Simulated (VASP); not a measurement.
A run of VASP 6.6.1:

The input INCAR:

```
SYSTEM = Si2W
PREC = Accurate
ENCUT = 520
EDIFF = 1E-6
ISMEAR = 0
SIGMA = 0.01
LREAL = .False.
LASPH = .True.
NELM = 60
ALGO = Normal
ISIF = 2
LWAVE = .False.
LCHARG = .False.
GGA = PS
NBANDS = 43
```

KPOINTS

```
Automatic mesh
0
Gamma
  9 9 6
  0 0 0
```

The input POSCAR:

```
Si2W
1.0
    4.5763641409      0.0000000000      0.0000000000
   -2.2881820705      3.9632476030      0.0000000000
    0.0000000000      0.0000000000      6.6042141517
Si W
6 3
Direct
    0.8361964575      0.6723929151      0.5000000000
    0.1638035425      0.8361964575      0.8333333333
    0.6723929151      0.8361964575      0.1666666667
    0.1638035425      0.3276070849      0.5000000000
    0.8361964575      0.1638035425      0.8333333333
    0.3276070849      0.1638035425      0.1666666667
    0.0000000000      0.5000000000      0.1666666667
    0.5000000000      0.5000000000      0.8333333333
    0.5000000000      0.0000000000      0.5000000000
```

Potentials or basis: VASP PAW PBE potentials, release 64 (Si, W_sv).

The run is started by

```sh
$ cat potpaw_PBE.64/Si/POTCAR potpaw_PBE.64/W_sv/POTCAR > POTCAR
$ mpirun -np 1 vasp_std > vasp.out
```

Hardware: 1 thread of Intel(R) Xeon(R) Platinum 8488C (Sapphire Rapids), on a shared host.

Task: Estimate the wall time of this run.

Result: Wall time 2.5 min on 1 thread of Intel(R) Xeon(R) Platinum 8488C (Sapphire Rapids), on a shared host, peak memory 0.35 GiB. Counts: scf iterations 13, k points 48.
